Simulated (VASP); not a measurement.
# Zn (Pm-3m) in VASP: single point with PBEsol

Aim: the single point of Zn with PBEsol.

Everything below comes from runs of VASP 6.6.1. Logs are shortened: lines on timing, memory, paths and dates and some standing lists are left out, and cuts for length are marked.

## Step 1: The cell of the first run

It takes space group Pm-3m (No. 221, cubic). The conventional cell has a = 4.276 Å, b = 4.276 Å, c = 4.276 Å, α = 90.00°, β = 90.00°, γ = 90.00°. Zn (site symmetry m-3m) has 6 Zn at 4.28 Å within 5.6 Å.

## Step 2: Single point, PBEsol

INCAR

```
SYSTEM = Zn
  PREC = Accurate
  ENCUT = 520
  EDIFF = 1E-6
  ISMEAR = 0
  SIGMA = 0.1
  LREAL = .FALSE.
  LASPH = .TRUE.
  NELM = 100
  ALGO = Normal
  ISIF = 2
  LWAVE = .FALSE.
  LCHARG = .FALSE.
  GGA = PS
  NBANDS = 12
```

KPOINTS

```
regular mesh
0
G
  6 6 6
  0 0 0
```

POSCAR

```
Zn
1.0
    4.2755170000      0.0000000000      0.0000000000
    0.0000000000      4.2755170000      0.0000000000
    0.0000000000      0.0000000000      4.2755170000
Zn
1
Direct
    0.0000000000      0.0000000000      0.0000000000
```

Potentials or basis: VASP PAW PBE potentials, release 64 (Zn).

On the command line:

```bash
> cat potpaw_PBE.64/Zn/POTCAR > POTCAR
> mpirun -np 1 vasp_std > vasp.out
```

OUTCAR:

```text
SYSTEM = Zn
   PREC = Accurate
   ENCUT = 520
   EDIFF = 1E-6
   ISMEAR = 0
   LREAL = .FALSE.
   LASPH = .TRUE.
   NELM = 100
   ISIF = 2
   GGA = PS

 ion  position               nearest neighbor table
   1  0.000  0.000  0.000-

  LATTYP: Found a simple cubic cell.
 ALAT       =     4.2755170000

  Lattice vectors:

 A1 = (   4.2755170000,   0.0000000000,   0.0000000000)
 A2 = (   0.0000000000,   4.2755170000,   0.0000000000)
 A3 = (   0.0000000000,   0.0000000000,   4.2755170000)

Analysis of symmetry for initial positions (statically):
=====================================================================
 Subroutine PRICEL returns:
 Original cell was already a primitive cell.

 Routine SETGRP: Setting up the symmetry group for a
 simple cubic supercell.

 Subroutine GETGRP returns: Found 48 space group operations
 (whereof 48 operations were pure point group operations)
 out of a pool of 48 trial point group operations.

The static configuration has the point symmetry O_h .

Analysis of symmetry for dynamics (positions and initial velocities):
=====================================================================
 Subroutine PRICEL returns:
 Original cell was already a primitive cell.

 Routine SETGRP: Setting up the symmetry group for a
 simple cubic supercell.

 Subroutine GETGRP returns: Found 48 space group operations
 (whereof 48 operations were pure point group operations)
 out of a pool of 48 trial point group operations.

The dynamic configuration has the point symmetry O_h .

 Subroutine INISYM returns: Found 48 space group operations
 (whereof 48 operations are pure point group operations),
 and found     1 'primitive' translations

----------------------------------------------------------------------------------------

                                     Primitive cell

  volume of cell :      78.1566

  direct lattice vectors                    reciprocal lattice vectors
     4.275517000  0.000000000  0.000000000     0.233889843  0.000000000  0.000000000
     0.000000000  4.275517000  0.000000000     0.000000000  0.233889843  0.000000000
     0.000000000  0.000000000  4.275517000     0.000000000  0.000000000  0.233889843

  length of vectors
     4.275517000  4.275517000  4.275517000     0.233889843  0.233889843  0.233889843

  position of ions in fractional coordinates (direct lattice)
     0.000000000  0.000000000  0.000000000

  ion indices of the primitive-cell ions
   primitive index   ion index
                 1           1

----------------------------------------------------------------------------------------

 KPOINTS: regular mesh

Automatic generation of k-mesh.
 Grid dimensions read from file:
 generate k-points for:    6    6    6

 Generating k-lattice:

  Cartesian coordinates                     Fractional coordinates (reciprocal lattice)
     0.038981641  0.000000000  0.000000000     0.166666667  0.000000000  0.000000000
     0.000000000  0.038981641  0.000000000     0.000000000  0.166666667  0.000000000
     0.000000000  0.000000000  0.038981641     0.000000000  0.000000000  0.166666667

  Length of vectors
     0.038981641  0.038981641  0.038981641

  Shift w.r.t. Gamma in fractional coordinates (k-lattice)
     0.000000000  0.000000000  0.000000000

 Subroutine IBZKPT returns following result:
 ===========================================

 Found     20 irreducible k-points:

 Following reciprocal coordinates:
            Coordinates               Weight
  0.000000  0.000000  0.000000      1.000000
  0.166667  0.000000  0.000000      6.000000
  0.333333  0.000000  0.000000      6.000000
  0.500000  0.000000  0.000000      3.000000
  0.166667  0.166667  0.000000     12.000000
  0.333333  0.166667  0.000000     24.000000
[... 12 lines left out ...]
  0.500000  0.500000  0.333333      6.000000
  0.500000  0.500000  0.500000      1.000000
   k-points           NKPTS =     20   k-points in BZ     NKDIM =     20   number of bands    NBANDS=     12
   number of dos      NEDOS =    301   number of ions     NIONS =      1
   total plane-waves  NPLWV =  32768
   dimension x,y,z NGX =    32 NGY =   32 NGZ =   32
   dimension x,y,z NGXF=    64 NGYF=   64 NGZF=   64
   ions per type =               1
   NGX,Y,Z   is equivalent  to a cutoff of  12.44, 12.44, 12.44 a.u.
   NGXF,Y,Z  is equivalent  to a cutoff of  24.89, 24.89, 24.89 a.u.
 SYSTEM =  Zn
   PREC   = accura    normal or accurate (medium, high low for compatibility)
   ISTART =      0    job   : 0-new  1-cont  2-samecut
   ICHARG =      2    charge: 1-file 2-atom 10-const
   ISPIN  =      1    spin polarized calculation?
   LNONCOLLINEAR =      F non collinear calculations
   LSORBIT =      F    spin-orbit coupling
   LASPH  =      T    aspherical Exc in radial PAW
   ENCUT  =  520.0 eV  38.22 Ry    6.18 a.u.   7.95  7.95  7.95*2*pi/ulx,y,z
   NELM   =    100;   NELMIN=  2; NELMDL= -5     # of ELM steps
   EDIFF  = 0.1E-05   stopping-criterion for ELM
   LREAL  =      F    real-space projection
   EDIFFG = 0.1E-04   stopping-criterion for IOM
   NSW    =      0    number of steps for IOM
   IBRION =     -1    ionic relax: 0-MD 1-quasi-New 2-CG
   NFREE  =      0    steps in history (QN), initial steepest desc. (CG)
   ISIF   =      2    stress and relaxation
   ISYM   =      2    0-nonsym 1-usesym 2-fastsym
   POTIM  = 0.5000    time-step for ionic-motion
   TEBEG  =    0.0;   TEEND  =   0.0 temperature during run
   PSTRESS=    0.0 pullay stress
   NELECT =      12.0000    total number of electrons
   NUPDOWN=      -1.0000    fix difference up-down
   EMIN   =  10.00;   EMAX   =-10.00  energy-range for DOS
   EFERMI =   0.00;   METHOD = LEGACY
   ISMEAR =     0;   SIGMA  =   0.10  broadening in eV -4-tet -1-fermi 0-gaus
   EFERMI_NEDOS =   21; number of points for ismear=-14 and -15
   IALGO  =     38    algorithm
   IMIX   =      4    mixing-type and parameters
     AMIX     =   0.40;   BMIX     =  1.00
     AMIX_MAG =   1.60;   BMIX_MAG =  1.00
  volume/ion in A,a.u.               =      78.16       527.43
  Fermi-wavevector in a.u.,A,eV,Ry     =   0.876624  1.656579 10.455660  0.768469
  Thomas-Fermi vector in A             =   1.996460
   LORBIT       =      0    0 simple, 1 ext, 2 COOP (PROOUT), +10 PAW based schemes
   GGA     = PS    functional components
   LHFCALC =     F    Hartree Fock is set to
   AEXX    =    0.0000 exact exchange contribution
   IVDW    =     0    specifies the selected vdW correction
   LEPSILON=     F    determine dielectric tensor
   LRPA    =     F    only Hartree local field effects (RPA)
 non-spin polarized calculation
 Gauss-broadening in eV      SIGMA  =   0.10
  energy-cutoff  :      520.00
  volume of cell :       78.16
 maximum number of plane-waves:      2176
 NGX is ok and might be reduce to    32
   NGX = 15   NGY = 15   NGZ = 15

 number of electron      12.0000038 magnetization

 Free energy of the ion-electron system (eV)
  ---------------------------------------------------
  ext. energy  EPLUGINS =         0.00000000
  ---------------------------------------------------
  free energy    TOTEN  =        -0.10646944 eV

  energy without entropy =       -0.10646944  energy(sigma->0) =       -0.10646944

 E-fermi :  -2.9987     XC(G=0):  -4.8772

 val. band max:       -3.4340049868   @ k =   0.5000   0.5000   0.5000
 cond. band min:      -1.5790896043   @ k =   0.5000   0.0000   0.0000
 fundamental gap:      1.8549153825
 Fermi energy:        -2.9986617153

 k-point     1 :       0.0000    0.0000    0.0000
  band No.  band energies     occupation
      1      -8.8439      2.00000
      2      -8.8439      2.00000
      3      -8.8006      2.00000
      4      -8.8006      2.00000
      5      -8.8006      2.00000
      6      -5.8308      2.00000
      7       2.3775      0.00000
      8       2.3775      0.00000
      9       2.3775      0.00000
     10       3.5611      0.00000
     11       5.1329      0.00000
     12       5.1329      0.00000

 k-point     2 :       0.1667    0.0000    0.0000
  band No.  band energies     occupation
      1      -8.8433      2.00000
      2      -8.8351      2.00000
      3      -8.8036      2.00000
      4      -8.8036      2.00000
      5      -8.8004      2.00000
      6      -5.6682      2.00000
      7       0.8177      0.00000
      8       2.5243      0.00000
      9       2.5243      0.00000
     10       4.1620      0.00000
     11       5.3317      0.00000
     12       6.6749      0.00000

 k-point     3 :       0.3333    0.0000    0.0000
  band No.  band energies     occupation
      1      -8.8420      2.00000
      2      -8.8180      2.00000
      3      -8.8095      2.00000
      4      -8.8095      2.00000
      5      -8.7999      2.00000
      6      -5.2566      2.00000
      7      -0.8568      0.00000
      8       2.8718      0.00000
      9       2.8718      0.00000
     10       4.8330      0.00000
     11       5.8896      0.00000
     12       7.4580      0.00000
[... 226 lines left out ...]
 k-point    19 :       0.5000    0.5000    0.3333
  band No.  band energies     occupation
      1      -8.8277      2.00000
      2      -8.8231      2.00000
      3      -8.8231      2.00000
      4      -8.7945      2.00000
      5      -8.7845      2.00000
      6      -3.6729      2.00000
      7       0.0250      0.00000
      8       0.0250      0.00000
      9       0.9785      0.00000
     10       3.1969      0.00000
     11       4.5729      0.00000
     12       4.5729      0.00000

 k-point    20 :       0.5000    0.5000    0.5000
  band No.  band energies     occupation
      1      -8.8271      2.00000
      2      -8.8271      2.00000
      3      -8.8271      2.00000
      4      -8.7843      2.00000
      5      -8.7843      2.00000
      6      -3.4340      2.00000
      7       0.3127      0.00000
      8       0.3127      0.00000
      9       0.3127      0.00000
     10       3.8449      0.00000
     11       3.8449      0.00000
     12       3.8449      0.00000

------------------------ aborting loop because EDIFF is reached ----------------------------------------

  FORCE on cell =-STRESS in cart. coord.  units (eV):
  Direction    XX          YY          ZZ          XY          YZ          ZX
  --------------------------------------------------------------------------------------
  -------------------------------------------------------------------------------------
  Total       -0.2159462     -0.2159462     -0.2159462     -0.0000000      0.0000000      0.0000000
  in kB       -4.4268031     -4.4268031     -4.4268031     -0.0000000      0.0000000      0.0000000
  external PRESSURE =      -4.4268031 kB  Pullay stress =       0.0000000 kB

 VOLUME and BASIS-vectors are now :
 -----------------------------------------------------------------------------
  energy-cutoff  :      520.00
  volume of cell :       78.16
      direct lattice vectors                 reciprocal lattice vectors
     4.275517000  0.000000000  0.000000000     0.233889843  0.000000000  0.000000000
     0.000000000  4.275517000  0.000000000     0.000000000  0.233889843  0.000000000
     0.000000000  0.000000000  4.275517000     0.000000000  0.000000000  0.233889843

 POSITION                                       TOTAL-FORCE (eV/Angst)
 -----------------------------------------------------------------------------------
      0.00000      0.00000      0.00000         0.000000      0.000000      0.000000
 -----------------------------------------------------------------------------------
    total drift:                                0.000000     -0.000000     -0.000000

  FREE ENERGIE OF THE ION-ELECTRON SYSTEM (eV)
  ---------------------------------------------------
  free  energy   TOTEN  =        -0.1064694432 eV

  energy  without entropy=       -0.1064694432  energy(sigma->0) =       -0.10646944
```

Run time: 3.8 s. Hardware: 1 thread of Intel Xeon 6975P-C (Granite Rapids), shared host; peak memory 0.18 GiB.

Results:

* Free energy: -0.1065 eV
* Pressure: -0.4 GPa
* Band gap on the k mesh: 1.85 eV, indirect (least direct gap 3.39 eV)

Levels at points of the mesh, in eV from the valence-band top:
```
           k point  band 4  band 5  band 6  band 7  band 8  band 9
(0.00, 0.00, 0.00)   -5.37   -5.37   -2.40    5.81    5.81    5.81
(0.50, 0.00, 0.00)   -5.38   -5.37   -1.54    1.85    6.52    6.52
(0.50, 0.50, 0.00)   -5.38   -5.35   -0.75    2.86    2.86    5.80
(0.50, 0.50, 0.50)   -5.35   -5.35    0.00    3.75    3.75    3.75
```

Caveat: the PAW data sets were made with another functional, which shifts forces and pressure a little.
